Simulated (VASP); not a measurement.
Write the native input for VASP 6.6.1 that does the following.

```yaml
Task: single point
Functional: LDA
Potentials_or_basis: VASP PAW LDA potentials, release 64 (V_sv, Si)
Cutoff: 520 eV
k_mesh: 10 × 10 × 6
Occupations: fermi-dirac, width 0.1 eV
Spin: no spin polarisation
Dipole_correction: no
Further_INCAR_settings: ALGO = Normal; EDIFF = 1e-06; NBANDS = 25
```

The structure of VSi (wurtzite type) lies in POSCAR:

```
VSi
1.0
    3.6345588337      0.0000000000      0.0000000000
   -1.8172794168      3.1476202815      0.0000000000
    0.0000000000      0.0000000000      4.2068648443
V Si
2 2
Direct
    0.3333333333      0.6666666667     -0.0620000010
    0.6666666667      0.3333333333      0.4379999990
    0.3333333333      0.6666666667      0.4380000010
    0.6666666667      0.3333333333      0.9380000010
```

These files were run (other wordings do the same):

INCAR

```
PREC     = Accurate       # precision mode
ENCUT    = 520            # plane-wave cutoff, eV
EDIFF    = 1E-6           # SCF threshold, eV
ISMEAR   = -1             # smearing method
SIGMA    = 0.1            # smearing width, eV
LREAL    = False          # projectors in reciprocal space
LASPH    = True           # aspherical terms in the spheres
NELM     = 80             # most SCF steps
ALGO     = Normal         # electronic algorithm
ISIF     = 2              # what is computed and relaxed
LWAVE    = False          # write WAVECAR
LCHARG   = True           # write CHGCAR
GGA      = CA             # functional
LELF     = True           # ELF
LVHAR    = True         
NBANDS   = 25             # bands
```

KPOINTS

```
regular mesh
0
Gamma
  10 10 6
```

Potentials or basis: VASP PAW LDA potentials, release 64 (V_sv, Si).

Run with:

```sh
$ cat potpaw_LDA.64/V_sv/POTCAR potpaw_LDA.64/Si/POTCAR > POTCAR
$ mpirun -np 1 vasp_std > vasp.out
```

It gave:

```yaml
Pressure: 80.0 GPa
Band_gap_on_the_k_mesh: zero (band 17 reaches 12.20 eV, above the bottom of band 18 at 10.23 eV)
```

It took 24 s on 1 thread of Intel(R) Xeon(R) 6975P-C (Granite Rapids), on a shared host, peak memory 0.18 GiB.
